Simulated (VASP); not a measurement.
A run of VASP 6.6.1:

Contents of INCAR:

```
ALGO = Normal ; EDIFF = 1E-6
ENCUT = 500 ; GGA_COMPAT = False
ISIF = 2 ; ISMEAR = -1
LASPH = True ; LCHARG = False
LREAL = False ; LWAVE = False
NBANDS = 16 ; NELM = 120
PREC = Accurate ; SIGMA = 0.1
```

The input KPOINTS:

```
k-points
0
Gamma
  8 8 8
```

The input POSCAR:

```
ZnS
1.0
    0.0000000000      2.7020000000      2.7020000000
    2.7020000000      0.0000000000      2.7020000000
    2.7020000000      2.7020000000      0.0000000000
Zn S
1 1
Direct
    0.2500000000      0.2500000000      0.2500000000
    0.0000000000      0.0000000000      0.0000000000
```

Potentials or basis: VASP PAW LDA potentials, release 64 (Zn, S).

The run is started by

```bash
$ cat potpaw_LDA.64/Zn/POTCAR potpaw_LDA.64/S/POTCAR > POTCAR
$ mpirun -np 1 vasp_std > vasp.out
```

Hardware: 1 thread of Intel(R) Xeon(R) Platinum 8488C (Sapphire Rapids), with other jobs on the host.

Q: How long does it take, and how much memory?

A: It took 17 s on 1 thread of Intel(R) Xeon(R) Platinum 8488C (Sapphire Rapids), on a shared host, peak memory 0.14 GiB. Counts: scf iterations 12, k points 29.
